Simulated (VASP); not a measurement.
Input of a VASP 6.6.1 run:

Contents of INCAR:

```
SYSTEM = LaAl2N3
PREC = Accurate ; ENCUT = 520
EDIFF = 1E-6 ; ISMEAR = 0
SIGMA = 0.1 ; LREAL = .FALSE.
LASPH = .TRUE. ; NELM = 60
ALGO = Normal ; ISIF = 2
LWAVE = .FALSE. ; LCHARG = .TRUE.
GGA = PE ; LELF = .TRUE.
LVHAR = .TRUE. ; NBANDS = 25
```

File KPOINTS:

```
regular mesh
0
G
  12 12 6
  0 0 0
```

POSCAR

```
LaAl2N3
1.0
    3.1639253102      0.0000000000      0.0000000000
   -1.5819626551      2.7400396943      0.0000000000
    0.0000000000      0.0000000000      7.9042196481
La Al N
1 2 3
Direct
    0.0000000000      0.0000000000      0.0000000000
    0.3333333333      0.6666666667      0.6476180607
    0.6666666667      0.3333333333      0.3523819393
    0.0000000000      0.0000000000      0.5000000000
    0.3333333333      0.6666666667      0.2155200750
    0.6666666667      0.3333333333      0.7844799250
```

Potentials or basis: VASP PAW PBE potentials, release 64 (La, Al, N).

Run with:

```sh
$ cat potpaw_PBE.64/La/POTCAR potpaw_PBE.64/Al/POTCAR potpaw_PBE.64/N/POTCAR > POTCAR
$ mpirun -np 1 vasp_std > vasp.out
```

Q: What does it give for the pressure?

A: -0.2 GPa.

Q: What does it give for the band gap on the k mesh?

A: Zero (band 16 reaches 9.38 eV, above the bottom of band 17 at 9.17 eV).

Q: Estimate the largest force.

A: 0.016 eV/Å.

Stress tensor (GPa, compression positive):
```
-0.17  0.00  0.00
 0.00 -0.17  0.00
 0.00  0.00 -0.42
```

Caveat: spin-orbit coupling is left out, which moves the levels of the heavy elements.
